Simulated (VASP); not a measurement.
# CS2 (Cmce) in VASP: notebook

The runs below take CS2 through single point, with PBE, LDA.

All numbers are computed with VASP 6.6.1; they aren't measurements. Logs are shortened: lines on timing, memory, paths and dates and some standing lists are left out, and cuts for length are marked.

## Step 1: The cell of the first run

It takes space group Cmce (No. 64, orthorhombic). The conventional cell has a = 7.292 Å, b = 5.989 Å, c = 9.851 Å, α = 90.00°, β = 90.00°, γ = 90.00°. S (site symmetry m) has 1 C at 1.56 Å within 2.1 Å. Within 2.1 Å of C (site symmetry 2/m) lie 2 S at 1.56 Å.

## Step 2: Single point, PBE

Contents of INCAR:

```
SYSTEM = CS2
ALGO = Normal ; EDIFF = 1E-6
ENCUT = 520 ; GGA = PE
ISIF = 2 ; ISMEAR = -1
LASPH = .TRUE. ; LCHARG = .FALSE.
LREAL = .FALSE. ; LWAVE = .FALSE.
NBANDS = 25 ; NELM = 80
PREC = Accurate ; SIGMA = 0.05
```

Contents of KPOINTS:

```
k-points
0
G
  6 6 3
  0 0 0
```

Contents of POSCAR:

```
CS2
1.0
    3.6457880000     -2.9943140000      0.0000000000
    3.6457880000      2.9943140000      0.0000000000
    0.0000000000      0.0000000000      9.8512570000
S C
4 2
Direct
    0.1815210000      0.8184790000      0.8868670000
    0.3184790000      0.6815210000      0.3868670000
    0.6815210000      0.3184790000      0.6131330000
    0.8184790000      0.1815210000      0.1131330000
    0.5000000000      0.5000000000      0.5000000000
    0.0000000000      0.0000000000      0.0000000000
```

Potentials or basis: VASP PAW PBE potentials, release 64 (S, C).

Command:

```console
$ cat potpaw_PBE.64/S/POTCAR potpaw_PBE.64/C/POTCAR > POTCAR
$ mpirun -np 1 vasp_std > vasp.out
```

OUTCAR:

```text
SYSTEM = CS2
   EDIFF = 1E-6
   ENCUT = 520
   GGA = PE
   ISIF = 2
   ISMEAR = -1
   LASPH = .TRUE.
   LREAL = .FALSE.
   NELM = 80
   PREC = Accurate

 ion  position               nearest neighbor table
   1  0.182  0.818  0.887-   6 1.56
   2  0.318  0.682  0.387-   5 1.56
   3  0.682  0.318  0.613-   5 1.56
   4  0.818  0.182  0.113-   6 1.56
   5  0.500  0.500  0.500-   2 1.56   3 1.56
   6  0.000  0.000  0.000-   1 1.56   4 1.56

  LATTYP: Found a base centered orthorhombic cell.
 ALAT       =     5.9886280000
 B/A-ratio  =     1.2175703684
 C/A-ratio  =     1.6449939786

  Lattice vectors:

 A1 = (  -3.6457880000,  -2.9943140000,   0.0000000000)
 A2 = (   3.6457880000,  -2.9943140000,   0.0000000000)
 A3 = (   0.0000000000,   0.0000000000,   9.8512570000)

Analysis of symmetry for initial positions (statically):
=====================================================================
 Subroutine PRICEL returns:
 Original cell was already a primitive cell.

 Routine SETGRP: Setting up the symmetry group for a
 base centered orthorhombic supercell.

 Subroutine GETGRP returns: Found  8 space group operations
 (whereof  4 operations were pure point group operations)
 out of a pool of  8 trial point group operations.

The static configuration has the point symmetry C_2h.
 The point group associated with its full space group is D_2h.

Analysis of symmetry for dynamics (positions and initial velocities):
=====================================================================
 Subroutine PRICEL returns:
 Original cell was already a primitive cell.

 Routine SETGRP: Setting up the symmetry group for a
 base centered orthorhombic supercell.

 Subroutine GETGRP returns: Found  8 space group operations
 (whereof  4 operations were pure point group operations)
 out of a pool of  8 trial point group operations.

The dynamic configuration has the point symmetry C_2h.
 The point group associated with its full space group is D_2h.

 Subroutine INISYM returns: Found  8 space group operations
 (whereof  4 operations are pure point group operations),
 and found     1 'primitive' translations

----------------------------------------------------------------------------------------

                                     Primitive cell

  volume of cell :     215.0851

  direct lattice vectors                    reciprocal lattice vectors
     3.645788000 -2.994314000  0.000000000     0.137144562 -0.166983155  0.000000000
     3.645788000  2.994314000  0.000000000     0.137144562  0.166983155  0.000000000
     0.000000000  0.000000000  9.851257000     0.000000000  0.000000000  0.101509889

  length of vectors
     4.717805260  4.717805260  9.851257000     0.216083329  0.216083329  0.101509889

  position of ions in fractional coordinates (direct lattice)
     0.181521000  0.818479000  0.886867000
     0.318479000  0.681521000  0.386867000
     0.681521000  0.318479000  0.613133000
     0.818479000  0.181521000  0.113133000
     0.500000000  0.500000000  0.500000000
     0.000000000  0.000000000  0.000000000

  ion indices of the primitive-cell ions
   primitive index   ion index
                 1           1
                 2           2
                 3           3
                 4           4
                 5           5
                 6           6

----------------------------------------------------------------------------------------

 KPOINTS: k-points

Automatic generation of k-mesh.
 Grid dimensions read from file:
 generate k-points for:    6    6    3

 Generating k-lattice:

  Cartesian coordinates                     Fractional coordinates (reciprocal lattice)
     0.022857427 -0.027830526  0.000000000     0.166666667  0.000000000  0.000000000
     0.022857427  0.027830526  0.000000000     0.000000000  0.166666667  0.000000000
     0.000000000  0.000000000  0.033836630     0.000000000  0.000000000  0.333333333

  Length of vectors
     0.036013888  0.036013888  0.033836630

  Shift w.r.t. Gamma in fractional coordinates (k-lattice)
     0.000000000  0.000000000  0.000000000

 Subroutine IBZKPT returns following result:
 ===========================================

 Found     26 irreducible k-points:

 Following reciprocal coordinates:
            Coordinates               Weight
  0.000000  0.000000  0.000000      1.000000
  0.166667  0.000000  0.000000      4.000000
  0.333333  0.000000  0.000000      4.000000
  0.500000  0.000000  0.000000      2.000000
  0.166667  0.166667  0.000000      2.000000
  0.333333  0.166667  0.000000      4.000000
[... 16 lines left out ...]
  0.333333  0.333333  0.333333      4.000000
  0.500000  0.333333  0.333333      8.000000
 [... further k-points ...]
   k-points           NKPTS =     26   k-points in BZ     NKDIM =     26   number of bands    NBANDS=     25
   number of dos      NEDOS =    301   number of ions     NIONS =      6
   total plane-waves  NPLWV = 103680
   dimension x,y,z NGX =    36 NGY =   36 NGZ =   80
   dimension x,y,z NGXF=    72 NGYF=   72 NGZF=  160
   ions per type =               4   2
   NGX,Y,Z   is equivalent  to a cutoff of  12.69, 12.69, 13.50 a.u.
   NGXF,Y,Z  is equivalent  to a cutoff of  25.37, 25.37, 27.00 a.u.
 SYSTEM =  CS2
   PREC   = accura    normal or accurate (medium, high low for compatibility)
   ISTART =      0    job   : 0-new  1-cont  2-samecut
   ICHARG =      2    charge: 1-file 2-atom 10-const
   ISPIN  =      1    spin polarized calculation?
   LNONCOLLINEAR =      F non collinear calculations
   LSORBIT =      F    spin-orbit coupling
   LASPH  =      T    aspherical Exc in radial PAW
   ENCUT  =  520.0 eV  38.22 Ry    6.18 a.u.   8.77  8.77 18.32*2*pi/ulx,y,z
   NELM   =     80;   NELMIN=  2; NELMDL= -5     # of ELM steps
   EDIFF  = 0.1E-05   stopping-criterion for ELM
   LREAL  =      F    real-space projection
   EDIFFG = 0.1E-04   stopping-criterion for IOM
   NSW    =      0    number of steps for IOM
   IBRION =     -1    ionic relax: 0-MD 1-quasi-New 2-CG
   NFREE  =      0    steps in history (QN), initial steepest desc. (CG)
   ISIF   =      2    stress and relaxation
   ISYM   =      2    0-nonsym 1-usesym 2-fastsym
   POTIM  = 0.5000    time-step for ionic-motion
   TEBEG  =    0.0;   TEEND  =   0.0 temperature during run
   PSTRESS=    0.0 pullay stress
   NELECT =      32.0000    total number of electrons
   NUPDOWN=      -1.0000    fix difference up-down
   EMIN   =  10.00;   EMAX   =-10.00  energy-range for DOS
   EFERMI =   0.00;   METHOD = LEGACY
   ISMEAR =    -1;   SIGMA  =   0.05  broadening in eV -4-tet -1-fermi 0-gaus
   EFERMI_NEDOS =   21; number of points for ismear=-14 and -15
   IALGO  =     38    algorithm
   IMIX   =      4    mixing-type and parameters
     AMIX     =   0.40;   BMIX     =  1.00
     AMIX_MAG =   1.60;   BMIX_MAG =  1.00
  volume/ion in A,a.u.               =      35.85       241.91
  Fermi-wavevector in a.u.,A,eV,Ry     =   0.867470  1.639281 10.238452  0.752505
  Thomas-Fermi vector in A             =   1.986009
   LORBIT       =      0    0 simple, 1 ext, 2 COOP (PROOUT), +10 PAW based schemes
   GGA     = PE    functional components
   LHFCALC =     F    Hartree Fock is set to
   AEXX    =    0.0000 exact exchange contribution
   IVDW    =     0    specifies the selected vdW correction
   LEPSILON=     F    determine dielectric tensor
   LRPA    =     F    only Hartree local field effects (RPA)
 non-spin polarized calculation
  energy-cutoff  :      520.00
  volume of cell :      215.09
 maximum number of plane-waves:      5823
   NGX = 17   NGY = 17   NGZ = 37

 number of electron      31.9999998 magnetization

 Free energy of the ion-electron system (eV)
  ---------------------------------------------------
  ext. energy  EPLUGINS =         0.00000000
  ---------------------------------------------------
  free energy    TOTEN  =       -33.37923944 eV

  energy without entropy =      -33.37923944  energy(sigma->0) =      -33.37923944

 E-fermi :  -1.0675     XC(G=0):  -6.2217

 val. band max:       -2.1668713224   @ k =   0.5000   0.5000   0.0000
 cond. band min:       1.2655613250   @ k =   0.5000   0.5000   0.0000
 fundamental gap:      3.4324326474
 Fermi energy:        -1.0675055709

 k-point     1 :       0.0000    0.0000    0.0000
  band No.  band energies     occupation
      1     -17.0249      2.00000
      2     -16.9861      2.00000
      3     -14.8448      2.00000
      4     -14.7767      2.00000
      5      -8.4618      2.00000
      6      -8.2213      2.00000
[... 17 lines left out ...]
     24       5.3924      0.00000
     25       5.5557      0.00000

 k-point     2 :       0.1667    0.0000    0.0000
  band No.  band energies     occupation
      1     -17.0140      2.00000
      2     -16.9802      2.00000
      3     -14.8443      2.00000
      4     -14.7856      2.00000
      5      -8.4454      2.00000
      6      -8.2316      2.00000
[... 17 lines left out ...]
     24       5.2581      0.00000
     25       5.9876      0.00000

 k-point     3 :       0.3333    0.0000    0.0000
  band No.  band energies     occupation
      1     -16.9900      2.00000
      2     -16.9703      2.00000
      3     -14.8405      2.00000
      4     -14.8069      2.00000
      5      -8.3964      2.00000
      6      -8.2660      2.00000
[... 17 lines left out ...]
     24       5.1331      0.00000
     25       6.0167      0.00000

 k-point     4 :       0.5000    0.0000    0.0000
  band No.  band energies     occupation
      1     -16.9716      2.00000
      2     -16.9716      2.00000
      3     -14.8282      2.00000
      4     -14.8282      2.00000
      5      -8.3269      2.00000
      6      -8.3269      2.00000
[... 17 lines left out ...]
     24       5.0745      0.00000
     25       6.0278      0.00000

 k-point     5 :       0.1667    0.1667    0.0000
  band No.  band energies     occupation
      1     -17.0092      2.00000
      2     -16.9740      2.00000
      3     -14.8432      2.00000
      4     -14.7838      2.00000
      5      -8.4471      2.00000
      6      -8.2480      2.00000
[... 17 lines left out ...]
     24       5.5028      0.00000
     25       5.6107      0.00000

 k-point     6 :       0.3333    0.1667    0.0000
  band No.  band energies     occupation
      1     -16.9899      2.00000
      2     -16.9625      2.00000
      3     -14.8411      2.00000
      4     -14.7974      2.00000
      5      -8.4155      2.00000
      6      -8.2765      2.00000
[... 17 lines left out ...]
     24       5.3834      0.00000
     25       5.8216      0.00000
[... 393 lines left out ...]
 k-point    21 :      -0.3333    0.1667    0.3333
  band No.  band energies     occupation
      1     -16.9734      2.00000
      2     -16.9700      2.00000
      3     -14.8316      2.00000
      4     -14.8243      2.00000
      5      -8.3449      2.00000
      6      -8.3035      2.00000
[... 17 lines left out ...]
     24       5.6406      0.00000
     25       6.1134      0.00000

 k-point    22 :      -0.1667    0.1667    0.3333
  band No.  band energies     occupation
      1     -16.9932      2.00000
      2     -16.9815      2.00000
      3     -14.8325      2.00000
      4     -14.8115      2.00000
      5      -8.3743      2.00000
      6      -8.2866      2.00000
[... 17 lines left out ...]
     24       5.4264      0.00000
     25       6.3453      0.00000

 k-point    23 :       0.3333    0.3333    0.3333
  band No.  band energies     occupation
      1     -16.9708      2.00000
      2     -16.9569      2.00000
      3     -14.8295      2.00000
      4     -14.8085      2.00000
      5      -8.3872      2.00000
      6      -8.3310      2.00000
[... 17 lines left out ...]
     24       5.4185      0.00000
     25       6.1854      0.00000

 k-point    24 :       0.5000    0.3333    0.3333
  band No.  band energies     occupation
      1     -16.9605      2.00000
      2     -16.9500      2.00000
      3     -14.8306      2.00000
      4     -14.8162      2.00000
      5      -8.3665      2.00000
      6      -8.3363      2.00000
[... 17 lines left out ...]
     24       5.7858      0.00000
     25       6.1772      0.00000

 [... further k-points ...]
[... 5 lines left out ...]
  --------------------------------------------------------------------------------------
  -------------------------------------------------------------------------------------
  Total        0.0147326      0.0175367      0.0201655      0.0000000      0.0000000      0.0000000
  in kB        0.1097433      0.1306312      0.1502134      0.0000000      0.0000000      0.0000000
  external PRESSURE =       0.1301960 kB  Pullay stress =       0.0000000 kB

 VOLUME and BASIS-vectors are now :
 -----------------------------------------------------------------------------
  energy-cutoff  :      520.00
  volume of cell :      215.09
      direct lattice vectors                 reciprocal lattice vectors
     3.645788000 -2.994314000  0.000000000     0.137144562 -0.166983155  0.000000000
     3.645788000  2.994314000  0.000000000     0.137144562  0.166983155  0.000000000
     0.000000000  0.000000000  9.851257000     0.000000000  0.000000000  0.101509889

 POSITION                                       TOTAL-FORCE (eV/Angst)
 -----------------------------------------------------------------------------------
      3.64579      1.90725      8.73675         0.000000     -0.000850     -0.002902
      3.64579      1.08706      3.81113         0.000000      0.000850     -0.002902
      3.64579     -1.08706      6.04013         0.000000     -0.000850      0.002902
      3.64579     -1.90725      1.11450         0.000000      0.000850      0.002902
      3.64579      0.00000      4.92563         0.000000      0.000000      0.000000
      0.00000      0.00000      0.00000        -0.000000      0.000000      0.000000
 -----------------------------------------------------------------------------------
    total drift:                                0.000000     -0.000000     -0.000000

  FREE ENERGIE OF THE ION-ELECTRON SYSTEM (eV)
  ---------------------------------------------------
  free  energy   TOTEN  =       -33.3792394377 eV

  energy  without entropy=      -33.3792394376  energy(sigma->0) =      -33.37923944
```

Run time: 82 s. Hardware: 1 thread of Intel Xeon Platinum 8488C (Sapphire Rapids), shared host; peak memory 0.35 GiB.

Results:

```yaml
Free_energy: -33.3792 eV
Pressure: 0.0 GPa
Largest_force: 0.003 eV/Å
Band_gap_on_the_k_mesh: 3.43 eV, direct
```

Forces in eV/Å, atoms in the order of the input:
```
S    0.000 -0.001 -0.003
S    0.000  0.001 -0.003
S    0.000 -0.001  0.003
S    0.000  0.001  0.003
C    0.000  0.000  0.000
C    0.000  0.000  0.000
```

A k mesh can miss the band edges.

## Step 3: Single point, LDA

Contents of INCAR:

```
SYSTEM = CS2
PREC = Accurate ; ENCUT = 520
EDIFF = 1E-7 ; ISMEAR = -1
SIGMA = 0.05 ; LREAL = .False.
LASPH = .True. ; NELM = 80
ALGO = Normal ; ISIF = 2
LWAVE = .False. ; LCHARG = .False.
GGA = CA ; NBANDS = 25
```

Contents of KPOINTS:

```
Automatic mesh
0
Gamma
  6 6 3
  0 0 0
```

POSCAR is that of step 2.

Potentials or basis: VASP PAW LDA potentials, release 64 (S, C).

Command:

```console
$ cat potpaw_LDA.64/S/POTCAR potpaw_LDA.64/C/POTCAR > POTCAR
$ mpirun -np 1 vasp_std > vasp.out
```

Wall time 1.7 min (1 thread of Intel Xeon Platinum 8488C (Sapphire Rapids), shared host); peak memory 0.3 GiB.

It converged, with:

* Free energy: -35.9205 eV
* Pressure: -1.6 GPa
* Largest force: 0.501 eV/Å
* Band gap on the k mesh: 3.34 eV, direct

Forces on the atoms (eV/Å):
```
S    0.000  0.351  0.357
S    0.000 -0.351  0.357
S    0.000  0.351 -0.357
S    0.000 -0.351 -0.357
C    0.000  0.000  0.000
C    0.000  0.000  0.000
```

Stress tensor (GPa, compression positive):
```
-0.81  0.00  0.00
 0.00 -1.98  0.00
 0.00  0.00 -2.02
```

Levels at points of the mesh, in eV from the valence-band top:
```
           k point  band 13  band 14  band 15  band 16  band 17  band 18  band 19  band 20
(0.00, 0.00, 0.00)    -0.51    -0.39    -0.35    -0.20     3.41     3.50     3.74     3.97
(0.50, 0.00, 0.00)    -0.32    -0.32    -0.15    -0.15     3.49     3.49     3.64     3.64
(0.50, 0.50, 0.00)    -0.61    -0.51    -0.28     0.00     3.34     3.40     4.08     4.13
```

A k mesh can miss the band edges. A hybrid or GW would open this gap; LDA tends to underestimate it.
